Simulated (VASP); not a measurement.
The system is Co.

```xyz
2
Lattice="2.5190 0.0000 0.0000 -1.2595 2.1815 0.0000 0.0000 0.0000 4.0910" Properties=species:S:1:pos:R:3 pbc="T T T"
Co    0.0000    1.4543    1.0228
Co    1.2595    0.7272    3.0682
```

* Program: VASP 6.6.1
* Task: relaxation of cell and atoms
* Functional: PBEsol
* Potentials or basis: VASP PAW PBE potentials, release 64 (Co)
* Cutoff: 600 eV
* k mesh: 12 × 12 × 6
* Occupations: gaussian, width 0.1 eV
* Spin: collinear spin, ferromagnetic start
* Starting moments: [1.94, 1.94] μB

At the start: pressure -16.1 GPa; volume 11.24 Å³/atom.

Q: How do energy, volume and symmetry change on relaxing?

A: Over 6 steps the energy falls by 50.7 meV/atom and the volume is 10.28 Å³/atom (-8.5 %); space group P6_3/mmc (No. 194, to 0.1 Å) before and after; moment 3.05 μB per cell.

Step by step:
```
step  energy change (eV)  largest force (eV/Å)  pressure (GPa)  volume (Å³)
   1              0.0000                0.0000          -16.07        22.48
   2              0.0076                0.0000           24.21        19.01
   3             -0.1010                0.0000           -0.35        20.64
   4             -0.1010                0.0000           -0.02        20.60
   5             -0.1010                0.0000            0.39        20.57
   6             -0.1015                0.0000            0.45        20.57
```

Final structure:
```
Co
1.0
     2.45218    0.00000    0.00000
    -1.22609    2.12365    0.00000
     0.00000    0.00000    3.94906
Co
2
Direct
  0.33333 0.66667 0.25000
  0.66667 0.33333 0.75000
```

Caveat: the PAW data sets were made with another functional, which shifts forces and pressure a little.
